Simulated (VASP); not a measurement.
Input of a VASP 6.6.1 run:

INCAR

```
SYSTEM = NbC
PREC     = Accurate       ! precision mode
ENCUT    = 600            ! plane-wave cutoff, eV
EDIFF    = 1E-7           ! SCF threshold, eV
ISMEAR   = 1              ! smearing method
SIGMA    = 0.1            ! smearing width, eV
LREAL    = .False.        ! projectors in reciprocal space
LASPH    = .True.         ! aspherical terms in the spheres
NELM     = 80             ! most SCF steps
ALGO     = Normal         ! electronic algorithm
ISIF     = 3              ! what is computed and relaxed
LWAVE    = .False.        ! write WAVECAR
LCHARG   = .False.        ! write CHGCAR
GGA      = PE             ! functional
IBRION   = 2              ! ionic algorithm
NSW      = 90             ! ionic steps
EDIFFG   = -0.005         ! ionic threshold
KPAR     = 2
```

File KPOINTS:

```
regular mesh
0
Gamma
  14 14 14
  0 0 0
```

File POSCAR:

```
NbC                                     
1.0
   -0.0000000000      2.2411451738      2.2411451738
    2.2411451738     -0.0000000000      2.2411451738
    2.2411451738      2.2411451738      0.0000000000
  Nb              C             
     1     1
Direct
     0.0000000000000000    0.0000000000000000    0.0000000000000000
     0.5000000000000000    0.5000000000000000    0.5000000000000000
```

Potentials or basis: VASP PAW PBE potentials, release 64 (Nb_sv, C).

Run with:

```sh
$ cat potpaw_PBE.64/Nb_sv/POTCAR potpaw_PBE.64/C/POTCAR > POTCAR
$ mpirun -np 2 vasp_std > vasp.out
```

(1) Estimate the band gap on the k mesh.

Answers

(1) zero (an odd number of electrons rules out a gap without spin polarisation).

Caveat: the relaxation stopped at its first step, so nothing moved.
